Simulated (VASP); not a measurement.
## Fe: single point with r2SCAN

Fe:

```
Fe
1.0
     3.22097    0.00000    0.00000
    -1.61048    2.78944    0.00000
     0.00000    0.00000    5.31460
Fe
4
Direct
  0.33333 0.66667 0.43750
  0.66667 0.33333 0.93750
  0.66667 0.33333 0.56250
  0.33333 0.66667 0.06250
```

* Program: VASP 6.6.1
* Task: single point
* Functional: r2SCAN
* Potentials or basis: VASP PAW PBE potentials, release 64 (Fe)
* Cutoff: 520 eV
* k mesh: 6 × 6 × 4
* Occupations: gaussian, width 0.1 eV
* Spin: collinear spin, ferromagnetic start
* Starting moments: [4.0, 4.0, 4.0, 4.0] μB
* Dipole correction: no
* Further INCAR settings: ALGO = Normal; EDIFF = 1e-06; NBANDS = 28

```
Pressure                                              : 33.9 GPa
Largest force                                         : 0.134 eV/Å
Band gap on the k mesh                                : zero (filled and empty bands overlap)
Net moment                                            : 0.00 μB per cell
Valence electrons inside the program's atomic spheres : Fe 7.93
```

Forces on the atoms (eV/Å):
```
Fe   0.000  0.000  0.134
Fe   0.000  0.000  0.134
Fe   0.000  0.000 -0.134
Fe   0.000  0.000 -0.134
```

Stress tensor (GPa, compression positive):
```
33.80  0.00  0.00
 0.00 33.80  0.00
 0.00  0.00 34.09
```

Levels at points of the mesh, in eV from the Fermi level:
Spin up:
```
           k point  band 12  band 13  band 14  band 15  band 16  band 17  band 18  band 19  band 20  band 21
(0.00, 0.00, 0.00)    -2.76    -1.40    -0.76    -0.76    -0.45     0.10     0.10     1.39     1.39     1.75
(0.50, 0.00, 0.00)    -1.83    -1.13    -1.11    -0.88     0.19     0.24     0.97     1.70     1.82     2.02
(0.00, 0.00, 0.50)    -2.94    -1.59    -1.59    -0.18    -0.18    -0.18    -0.18     1.54     1.54     1.54
(0.50, 0.00, 0.50)    -2.52    -1.48    -1.48    -0.13    -0.13     1.09     1.09     1.35     1.35     1.63
```
Spin down:
```csv
k point,band 12,band 13,band 14,band 15,band 16,band 17,band 18,band 19,band 20,band 21
"(0.00, 0.00, 0.00)",-2.76,-1.40,-0.76,-0.76,-0.45,0.10,0.10,1.39,1.39,1.75
"(0.50, 0.00, 0.00)",-1.83,-1.13,-1.11,-0.88,0.19,0.24,0.97,1.70,1.82,2.02
"(0.00, 0.00, 0.50)",-2.94,-1.59,-1.59,-0.18,-0.18,-0.18,-0.18,1.54,1.54,1.54
"(0.50, 0.00, 0.50)",-2.52,-1.48,-1.48,-0.13,-0.13,1.09,1.09,1.35,1.35,1.63
```

It took 4.1 min on 1 thread of AMD EPYC 7R43 64-Core Processor (Zen 3) (shared host), peak memory 0.17 GiB.

Caveat: the k points lie up to 0.38 Å⁻¹ apart; the starting moments collapsed, and a magnetic state may lie lower; the PAW data sets were made with another functional, which shifts forces and pressure a little.
